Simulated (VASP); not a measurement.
# TaN (P-6m2) in VASP: further runs

TaN is run at these levels: PBEsol+D3(BJ); tasks: single point, relaxation of cell and atoms.

Program: VASP 6.6.1. These are calculated values, not measurements. Logs are shortened: lines on timing, memory, paths and dates and some standing lists are left out, and cuts for length are marked.

## (1) The cell of the first run

It takes space group P-6m2 (No. 187, hexagonal). The conventional cell has a = 2.904 Å, b = 2.904 Å, c = 2.854 Å, α = 90.00°, β = 90.00°, γ = 120.00°. Ta (site symmetry -6m2) has 6 N at 2.20 Å and 2 Ta at 2.85 Å within 2.9 Å. Within 2.9 Å of N (site symmetry -6m2) lie 6 Ta at 2.20 Å and 2 N at 2.85 Å.

## (2) Single point, PBEsol+D3(BJ)

Input file INCAR:

```
ALGO = Normal ; EDIFF = 1E-6
ENCUT = 520 ; GGA = PS
ISIF = 2 ; ISMEAR = 1
IVDW = 12 ; LASPH = True
LCHARG = False ; LREAL = False
LWAVE = False ; NBANDS = 15
NELM = 100 ; PREC = Accurate
SIGMA = 0.1
```

Input file KPOINTS:

```
k-points
0
Gamma
  17 17 15
```

Input file POSCAR:

```
TaN
1.0
    2.9038831525      0.0000000000      0.0000000000
   -1.4519415763      2.5148365797      0.0000000000
    0.0000000000      0.0000000000      2.8541730676
Ta N
1 1
Direct
    0.3333333333      0.6666666667      0.5000000000
    0.0000000000      0.0000000000      0.0000000000
```

Potentials or basis: VASP PAW PBE potentials, release 64 (Ta_pv, N).

Started as:

```console
> cat potpaw_PBE.64/Ta_pv/POTCAR potpaw_PBE.64/N/POTCAR > POTCAR
> mpirun -np 1 vasp_std > vasp.out
```

OUTCAR:

```text
EDIFF = 1E-6
   ENCUT = 520
   GGA = PS
   ISIF = 2
   ISMEAR = 1
   IVDW = 12
   LASPH = True
   LREAL = False
   NELM = 100
   PREC = Accurate
 IVDW          = 12

 ion  position               nearest neighbor table
   1  0.333  0.667  0.500-   2 2.20   2 2.20   2 2.20   2 2.20   2 2.20   2 2.20
   2  0.000  0.000  0.000-   1 2.20   1 2.20   1 2.20   1 2.20   1 2.20   1 2.20

  LATTYP: Found a hexagonal cell.
 ALAT       =     2.9038831525
 C/A-ratio  =     0.9828815134

  Lattice vectors:

 A1 = (   2.9038831525,   0.0000000000,   0.0000000000)
 A2 = (  -1.4519415763,   2.5148365797,   0.0000000000)
 A3 = (   0.0000000000,   0.0000000000,   2.8541730676)

Analysis of symmetry for initial positions (statically):
=====================================================================
 Subroutine PRICEL returns:
 Original cell was already a primitive cell.

 Routine SETGRP: Setting up the symmetry group for a
 hexagonal supercell.

 Subroutine GETGRP returns: Found 12 space group operations
 (whereof 12 operations were pure point group operations)
 out of a pool of 24 trial point group operations.

The static configuration has the point symmetry D_3h.

Analysis of symmetry for dynamics (positions and initial velocities):
=====================================================================
 Subroutine PRICEL returns:
 Original cell was already a primitive cell.

 Routine SETGRP: Setting up the symmetry group for a
 hexagonal supercell.

 Subroutine GETGRP returns: Found 12 space group operations
 (whereof 12 operations were pure point group operations)
 out of a pool of 24 trial point group operations.

The dynamic configuration has the point symmetry D_3h.

 Subroutine INISYM returns: Found 12 space group operations
 (whereof 12 operations are pure point group operations),
 and found     1 'primitive' translations

----------------------------------------------------------------------------------------

                                     Primitive cell

  volume of cell :      20.8434

  direct lattice vectors                    reciprocal lattice vectors
     2.903883153  0.000000000  0.000000000     0.344366473  0.198820076  0.000000000
    -1.451941576  2.514836580  0.000000000     0.000000000  0.397640152  0.000000000
     0.000000000  0.000000000  2.854173068     0.000000000  0.000000000  0.350364178

  length of vectors
     2.903883153  2.903883153  2.854173068     0.397640152  0.397640152  0.350364178

  position of ions in fractional coordinates (direct lattice)
     0.333333333  0.666666667  0.500000000
     0.000000000  0.000000000  0.000000000

  ion indices of the primitive-cell ions
   primitive index   ion index
                 1           1
                 2           2

----------------------------------------------------------------------------------------

 KPOINTS: k-points

Automatic generation of k-mesh.
 Grid dimensions read from file:
 generate k-points for:   17   17   15

 Generating k-lattice:

  Cartesian coordinates                     Fractional coordinates (reciprocal lattice)
     0.020256851  0.011695299  0.000000000     0.058823529 -0.000000000  0.000000000
     0.000000000  0.023390597  0.000000000     0.000000000  0.058823529  0.000000000
     0.000000000  0.000000000  0.023357612     0.000000000  0.000000000  0.066666667

  Length of vectors
     0.023390597  0.023390597  0.023357612

  Shift w.r.t. Gamma in fractional coordinates (k-lattice)
     0.000000000  0.000000000  0.000000000

 Subroutine IBZKPT returns following result:
 ===========================================

 Found    264 irreducible k-points:

 Following reciprocal coordinates:
            Coordinates               Weight
  0.000000  0.000000  0.000000      1.000000
  0.058824  0.000000  0.000000      6.000000
  0.117647  0.000000  0.000000      6.000000
  0.176471 -0.000000  0.000000      6.000000
  0.235294  0.000000  0.000000      6.000000
  0.294118  0.000000  0.000000      6.000000
[... 16 lines left out ...]
  0.411765  0.117647  0.000000     12.000000
  0.176471  0.176471  0.000000      6.000000
 [... further k-points ...]
   k-points           NKPTS =    264   k-points in BZ     NKDIM =    264   number of bands    NBANDS=     15
   number of dos      NEDOS =    301   number of ions     NIONS =      2
   total plane-waves  NPLWV =  13824
   dimension x,y,z NGX =    24 NGY =   24 NGZ =   24
   dimension x,y,z NGXF=    48 NGYF=   48 NGZF=   48
   ions per type =               1   1
   NGX,Y,Z   is equivalent  to a cutoff of  13.74, 13.74, 13.98 a.u.
   NGXF,Y,Z  is equivalent  to a cutoff of  27.48, 27.48, 27.96 a.u.
 SYSTEM =  unknown system
   PREC   = accura    normal or accurate (medium, high low for compatibility)
   ISTART =      0    job   : 0-new  1-cont  2-samecut
   ICHARG =      2    charge: 1-file 2-atom 10-const
   ISPIN  =      1    spin polarized calculation?
   LNONCOLLINEAR =      F non collinear calculations
   LSORBIT =      F    spin-orbit coupling
   LASPH  =      T    aspherical Exc in radial PAW
   ENCUT  =  520.0 eV  38.22 Ry    6.18 a.u.   5.40  5.40  5.31*2*pi/ulx,y,z
   NELM   =    100;   NELMIN=  2; NELMDL= -5     # of ELM steps
   EDIFF  = 0.1E-05   stopping-criterion for ELM
   LREAL  =      F    real-space projection
   EDIFFG = 0.1E-04   stopping-criterion for IOM
   NSW    =      0    number of steps for IOM
   IBRION =     -1    ionic relax: 0-MD 1-quasi-New 2-CG
   NFREE  =      0    steps in history (QN), initial steepest desc. (CG)
   ISIF   =      2    stress and relaxation
   ISYM   =      2    0-nonsym 1-usesym 2-fastsym
   POTIM  = 0.5000    time-step for ionic-motion
   TEBEG  =    0.0;   TEEND  =   0.0 temperature during run
   PSTRESS=    0.0 pullay stress
   NELECT =      16.0000    total number of electrons
   NUPDOWN=      -1.0000    fix difference up-down
   EMIN   =  10.00;   EMAX   =-10.00  energy-range for DOS
   EFERMI =   0.00;   METHOD = LEGACY
   ISMEAR =     1;   SIGMA  =   0.10  broadening in eV -4-tet -1-fermi 0-gaus
   EFERMI_NEDOS =   21; number of points for ismear=-14 and -15
   IALGO  =     38    algorithm
   IMIX   =      4    mixing-type and parameters
     AMIX     =   0.40;   BMIX     =  1.00
     AMIX_MAG =   1.60;   BMIX_MAG =  1.00
  volume/ion in A,a.u.               =      10.42        70.33
  Fermi-wavevector in a.u.,A,eV,Ry     =   1.498966  2.832635 30.570914  2.246899
  Thomas-Fermi vector in A             =   2.610657
   LORBIT       =      0    0 simple, 1 ext, 2 COOP (PROOUT), +10 PAW based schemes
   GGA     = PS    functional components
   LHFCALC =     F    Hartree Fock is set to
   AEXX    =    0.0000 exact exchange contribution
   IVDW    =    12    specifies the selected vdW correction
   LEPSILON=     F    determine dielectric tensor
   LRPA    =     F    only Hartree local field effects (RPA)
 non-spin polarized calculation
 Methfessel and Paxton  Order N= 1 SIGMA  =   0.10
  energy-cutoff  :      520.00
  volume of cell :       20.84
 maximum number of plane-waves:       581
 NGX is ok and might be reduce to    24
   NGX = 11   NGY = 11   NGZ = 11

 number of electron      15.9999999 magnetization

 Free energy of the ion-electron system (eV)
  ---------------------------------------------------
  ext. energy  EPLUGINS =         0.00000000
  ---------------------------------------------------
  free energy    TOTEN  =       -23.79336905 eV

  energy without entropy =      -23.79331022  energy(sigma->0) =      -23.79334944

 E-fermi :   8.4217     XC(G=0): -13.6888

 val. band max:        8.4173574631   @ k =   0.0000   0.0000   0.4000
 cond. band min:       8.4611445248   @ k =   0.0588   0.0000   0.4667
 fundamental gap:      0.0437870617
 Fermi energy:         8.4217125102

 k-point     1 :       0.0000    0.0000    0.0000
  band No.  band energies     occupation
      1     -26.2420      2.00000
      2     -25.9523      2.00000
      3     -25.9523      2.00000
      4      -9.5461      2.00000
      5       3.7455      2.00000
      6       3.7455      2.00000
      7       4.0556      2.00000
      8       5.4878      2.00000
      9      10.9280      0.00000
     10      12.1903      0.00000
     11      12.1903      0.00000
     12      12.6155      0.00000
     13      12.6155      0.00000
     14      21.6689      0.00000
     15      22.0419      0.00000

 k-point     2 :       0.0588    0.0000    0.0000
  band No.  band energies     occupation
      1     -26.2365      2.00000
      2     -25.9959      2.00000
      3     -25.9615      2.00000
      4      -9.4679      2.00000
      5       3.5044      2.00000
      6       3.8046      2.00000
      7       4.1778      2.00000
      8       5.3746      2.00000
      9      11.2089      0.00000
     10      12.0223      0.00000
     11      12.2004      0.00000
     12      12.5753      0.00000
     13      12.7198      0.00000
     14      21.6632      0.00000
     15      22.0335      0.00000

 k-point     3 :       0.1176    0.0000    0.0000
  band No.  band energies     occupation
      1     -26.2206      2.00000
      2     -26.1191      2.00000
      3     -25.9876      2.00000
      4      -9.2432      2.00000
      5       2.9518      2.00000
      6       3.9716      2.00000
      7       4.4547      2.00000
      8       5.0708      2.00000
      9      11.5583      0.00000
     10      11.9702      0.00000
     11      12.2426      0.00000
     12      12.4621      0.00000
     13      12.9861      0.00000
     14      21.6440      0.00000
     15      22.0138      0.00000
[... 343 lines left out ...]
 k-point    23 :       0.4118    0.1176    0.0000
  band No.  band energies     occupation
      1     -27.0710      2.00000
      2     -26.3155      2.00000
      3     -26.0721      2.00000
      4      -6.9978      2.00000
      5       0.1224      2.00000
      6       3.0958      2.00000
      7       3.9771      2.00000
      8       6.1645      2.00000
      9      10.7108      0.00000
     10      11.9175      0.00000
     11      12.9668      0.00000
     12      14.8357      0.00000
     13      17.8763      0.00000
     14      20.6580      0.00000
     15      21.9697      0.00000

 k-point    24 :       0.1765    0.1765    0.0000
  band No.  band energies     occupation
      1     -26.7039      2.00000
      2     -26.2079      2.00000
      3     -26.1301      2.00000
      4      -7.9173      2.00000
      5       1.0365      2.00000
      6       3.7550      2.00000
      7       4.2750      2.00000
      8       5.8580      2.00000
      9      10.0064     -0.00000
     10      11.2271      0.00000
     11      13.3246      0.00000
     12      14.5490      0.00000
     13      15.1219      0.00000
     14      21.8943      0.00000
     15      22.2715      0.00000

 [... further k-points ...]

------------------------ aborting loop because EDIFF is reached ----------------------------------------

 Edisp (eV)   -0.95007

 E8    (eV) :    -0.6596

  FORCE on cell =-STRESS in cart. coord.  units (eV):
  Direction    XX          YY          ZZ          XY          YZ          ZX
  --------------------------------------------------------------------------------------
  -------------------------------------------------------------------------------------
  Total       0.11378     0.11378     0.14341    -0.00000     0.00000     0.00000
  in kB       8.74602     8.74602    11.02340    -0.00000     0.00000     0.00000
  external pressure =        9.51 kB  Pullay stress =        0.00 kB

 VOLUME and BASIS-vectors are now :
 -----------------------------------------------------------------------------
  energy-cutoff  :      520.00
  volume of cell :       20.84
      direct lattice vectors                 reciprocal lattice vectors
     2.903883153  0.000000000  0.000000000     0.344366473  0.198820076  0.000000000
    -1.451941576  2.514836580  0.000000000     0.000000000  0.397640152  0.000000000
     0.000000000  0.000000000  2.854173068     0.000000000  0.000000000  0.350364178

 POSITION                                       TOTAL-FORCE (eV/Angst)
 -----------------------------------------------------------------------------------
     -0.00000      1.67656      1.42709        -0.000000      0.000000      0.000000
      0.00000      0.00000      0.00000         0.000000      0.000000      0.000000
 -----------------------------------------------------------------------------------
    total drift:                                0.000000     -0.000000     -0.000000

  FREE ENERGIE OF THE ION-ELECTRON SYSTEM (eV)
  ---------------------------------------------------
  free  energy   TOTEN  =       -24.7434431199 eV

  energy  without entropy=      -24.7433842813  energy(sigma->0) =      -24.74342351
```

Run time: 45 s. Hardware: 1 thread of Intel Xeon Platinum 8375C at 2.90GHz (Ice Lake), shared host; peak memory 0.22 GiB.

Results:

```
Free energy                : -24.7434 eV
Pressure                   : 1.0 GPa
Band gap on the k mesh     : zero (band 8 reaches 8.65 eV, above the bottom of band 9 at 8.34 eV)
Dispersion energy per atom : -0.475 eV
```

Levels at points of the mesh, in eV from the Fermi level:
```csv
k point,band 4,band 5,band 6,band 7,band 8,band 9,band 10,band 11,band 12,band 13
"(0.00, 0.00, 0.00)",-17.97,-4.68,-4.68,-4.37,-2.93,2.51,3.77,3.77,4.19,4.19
```

Caveat: the PAW data sets were made with another functional, which shifts forces and pressure a little; spin-orbit coupling is left out, which moves the levels of the heavy elements; pairwise dispersion overbinds metals, which lowers pressure and volume.

## (3) Relaxation of cell and atoms, PBEsol+D3(BJ)

This run uses another cell than the first one, of 10.78 Å³/atom, 1.034 times its volume.

Input file INCAR:

```
  ALGO = Normal
  EDIFF = 1E-6
  EDIFFG = -0.01
  ENCUT = 600
  GGA = PS
  IBRION = 2
  ISIF = 3
  ISMEAR = 1
  IVDW = 12
  LASPH = True
  LCHARG = False
  LREAL = False
  LWAVE = False
  NELM = 60
  NSW = 80
  PREC = Accurate
  SIGMA = 0.1
```

KPOINTS is that of step 2.

Input file POSCAR:

```
TaN
1.0
    2.9380000000      0.0000000000      0.0000000000
   -1.4690000000      2.5443826363      0.0000000000
    0.0000000000      0.0000000000      2.8830000000
Ta N
1 1
Direct
    0.3333330000      0.6666670000      0.5000000000
    0.0000000000      0.0000000000      0.0000000000
```

Potentials or basis: VASP PAW PBE potentials, release 64 (Ta_pv, N).

Started as:

```console
> cat potpaw_PBE.64/Ta_pv/POTCAR potpaw_PBE.64/N/POTCAR > POTCAR
> mpirun -np 1 vasp_std > vasp.out
```

It took 2.2 min on 1 thread of Intel Xeon Platinum 8375C at 2.90GHz (Ice Lake), shared host; peak memory 0.24 GiB.

It converged, with:

```yaml
Free_energy: -24.7470 eV
Relaxed_volume: 10.44 Å³/atom
Relaxed_cell: a = 2.906 Å, b = 2.906 Å, c = 2.857 Å, α = 90.00°, β = 90.00°, γ = 120.00°
Space_group_after_relaxing_to_0.05_Å: P-6m2 (No. 187)
Energy_gained_by_relaxing: 11.8 meV/atom
Ionic_steps: 10
Pressure_after_relaxing: 0.0 GPa
Band_gap_on_the_k_mesh: zero (band 8 reaches 8.63 eV, above the bottom of band 9 at 8.31 eV)
Dispersion_energy_per_atom: -0.474 eV
```

Step by step:
| step | energy change (eV) | largest force (eV/Å) | pressure (GPa) | volume (Å³) |
| --- | --- | --- | --- | --- |
| 1 | 0.0000 | 0.0000 | -11.13 | 21.55 |
| 2 | 0.1431 | 0.0000 | 36.02 | 19.30 |
| 3 | -0.0236 | 0.0000 | -0.38 | 20.91 |
| 4 | -0.0236 | 0.0000 | -0.04 | 20.89 |
| 5 | -0.0236 | 0.0000 | 0.20 | 20.88 |
| 6 | -0.0236 | 0.0000 | 0.25 | 20.87 |
| 7 | -0.0237 | 0.0000 | 0.22 | 20.88 |
| 8 | -0.0237 | 0.0000 | 0.23 | 20.88 |
| 9 | -0.0236 | 0.0000 | -0.39 | 20.91 |
| 10 | -0.0237 | 0.0000 | -0.05 | 20.89 |

Final structure:
```xyz
2
Lattice="2.9058 0.0000 0.0000 -1.4529 2.5165 0.0000 0.0000 0.0000 2.8567" Properties=species:S:1:pos:R:3 pbc="T T T"
Ta    0.0000    1.6777    1.4283
N     0.0000    0.0000    2.8567
```

Levels at points of the mesh, in eV from the Fermi level:
```csv
k point,band 4,band 5,band 6,band 7,band 8,band 9,band 10,band 11,band 12
"(0.00, 0.00, 0.00)",-17.95,-4.67,-4.67,-4.36,-2.93,2.49,3.76,3.76,4.18
```

Caveat: the PAW data sets were made with another functional, which shifts forces and pressure a little; spin-orbit coupling is left out, which moves the levels of the heavy elements; pairwise dispersion overbinds metals, which lowers pressure and volume.
